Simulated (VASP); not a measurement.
# AlN: elastic constants with LDA

AlN:

```
Al N
1.0
     3.08877    0.00000    0.00000
    -1.54439    2.67495    0.00000
     0.00000    0.00000    4.94326
Al N
2 2
Direct
  0.33333 0.66667 0.99901
  0.66667 0.33333 0.49901
  0.33333 0.66667 0.38099
  0.66667 0.33333 0.88099
```

* Program: VASP 6.6.1
* Task: elastic constants
* Functional: LDA
* Potentials or basis: VASP PAW LDA potentials, release 64 (Al, N)
* Cutoff: 600 eV
* k mesh: 8 × 8 × 6
* Occupations: gaussian, width 0.01 eV
* Spin: no spin polarisation
* Dipole correction: no
* Ions in elastic constants: relaxed
* Further INCAR settings: ALGO = Normal; EDIFF = 1e-08; IBRION = 6; POTIM = 0.015; NSW = 1; ISIF = 3

```json
{
  "Voigt bulk modulus": "213 GPa",
  "Highest phonon frequency at Γ, LO-TO splitting left out": "734 cm⁻¹"
}
```

Phonon frequencies in cm⁻¹ (negative: imaginary):
| q point | frequencies |
| --- | --- |
| (0.000, 0.000, 0.000) | 0 0 0 239 239 555 627 674 674 685 685 734 |

Elastic tensor in Voigt notation (GPa, in the Cartesian axes of the cell as first typed):
```
399 146 114   0   0   0
146 399 114   0   0   0
114 114 372   0   0   0
  0   0   0 115   0   0
  0   0   0   0 115   0
  0   0   0   0   0 126
```

Clamped-ion elastic tensor (GPa):
```
479 108  67   0   0   0
108 479  67   0   0   0
 67  67 475   0   0   0
  0   0   0 132   0   0
  0   0   0   0 132   0
  0   0   0   0   0 185
```

It took 24 min on 1 thread of Intel Xeon 8259CL, with other jobs on the host, peak memory 0.32 GiB.
